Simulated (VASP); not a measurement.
Wanted: the native input for a VASP 6.6.1 run.

```
Task                   : single point
Functional             : PBE
Dispersion             : D3(BJ)
Potentials or basis    : VASP PAW PBE potentials, release 64 (C)
Cutoff                 : 520 eV
k mesh                 : 21 × 21 × 1
Occupations            : gaussian, width 0.1 eV
Spin                   : no spin polarisation
Dipole correction      : yes
Further INCAR settings : ALGO = Normal; EDIFF = 1e-06; NBANDS = 16
```

The structure of C lies in POSCAR:

```
C
1.0
    2.4656963732     -0.0000080696      0.0000000000
    1.2328551750      2.1353513541      0.0000000000
    0.0000000000      0.0000000000     32.6000552997
C
4
Direct
    0.1656235104      0.1656234911      0.4474835832
    0.4989654466      0.4989396186      0.4474835838
    0.6656235104      0.1656234911      0.5525164168
    0.9989654466      0.4989396186      0.5525164162
```

The input as run:

INCAR

```
PREC = Accurate ; ENCUT = 520
EDIFF = 1E-6 ; ISMEAR = 0
SIGMA = 0.1 ; LREAL = False
LASPH = True ; NELM = 80
ALGO = Normal ; ISIF = 2
LWAVE = False ; LCHARG = False
LDIPOL = True ; IDIPOL = 3
DIPOL = 0.5 0.5 0.500 ; GGA = PE
IVDW = 12 ; NBANDS = 16
```

KPOINTS

```
regular mesh
0
Gamma
  21 21 1
```

Potentials or basis: VASP PAW PBE potentials, release 64 (C).

The run is started by

```sh
$ cat potpaw_PBE.64/C/POTCAR > POTCAR
$ mpirun -np 1 vasp_std > vasp.out
```

Results of the run:

```yaml
Dispersion_energy_per_atom: -0.118 eV
```

Wall time 10 min on 1 thread of Intel Xeon 8259CL, on a shared host, peak memory 0.43 GiB.
